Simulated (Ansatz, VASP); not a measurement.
**Two plane-wave programs on RbBr**

Contents of INCAR:

```
SYSTEM = RbBr
ALGO = Normal
EDIFF = 1E-6
ENCUT = 520
GGA = PE
ISIF = 2
ISMEAR = 0
LASPH = .True.
LCHARG = .False.
LREAL = .False.
LWAVE = .False.
NBANDS = 15
NELM = 80
PREC = Accurate
SIGMA = 0.05
```

The input KPOINTS:

```
k-points
0
Gamma
  6 6 6
  0 0 0
```

Contents of POSCAR:

```
RbBr
1.0
    4.0251860190      0.0000000000      0.0000000000
    0.0000000000      4.0251860190      0.0000000000
    0.0000000000      0.0000000000      4.1929021031
Rb Br
1 1
Direct
   -0.0694336317      0.0000000000      0.0000000000
    0.5742683689      0.5000000000      0.5000000000
```

Input for Ansatz:

```yaml
crystal:
  lattice:
    - [4.025186019, 0.0, 0.0]
    - [0.0, 4.025186019, 0.0]
    - [0.0, 0.0, 4.1929021031]
  atoms:
    - { symbol: Rb, position: [-0.0694336317, 0.0, 0.0] }
    - { symbol: Br, position: [0.5742683689, 0.5, 0.5] }
basis:
  ecutwfc: 420
kpoints:
  mp_grid: { grid: [6, 6, 6] }
hamiltonian:
  xc: pbe
  pseudopotentials: { kind: paw }
scf:
  occupations: { method: gaussian, width: 0.05 }
output:
  forces: true
  stress: true
  eigenvalues: true
```

Change from the starting cell: mode 4 frozen in at -0.311 Å, equal normal strain along x and y -0.0400.

Alike in both runs: task single point; functional PBE; k mesh 6 × 6 × 6; occupations gaussian, width 0.05 eV; no spin polarisation.

|  | VASP | Ansatz |
| --- | --- | --- |
| version | VASP 6.6.1 | Ansatz 0.2.0 |
| potentials or method | VASP PAW PBE potentials, release 64 (Rb_sv, Br), cutoff 520 eV | scalar-relativistic, plane waves, PAW |
| valence electrons in the cell | 16 | 16 |

|  | VASP | Ansatz | Ansatz less VASP |
| --- | --- | --- | --- |
| gap on the k mesh at the Fermi level (eV) | 4.15 | 4.15 | +0.001 |
| least direct gap on the mesh (eV) | 4.29 | 4.29 | +0.002 |
| pressure (GPa) | 3.3 | 3.2 | -0.06 |
| traceless stress, the component that is largest in VASP (GPa) | 0.80 | 0.79 | -0.008 |
| rms of the force components (eV/Å) | 0.336 | 0.332 | -0.0039 |

Atom by atom the forces differ by 0.004 eV/Å (rms over components).
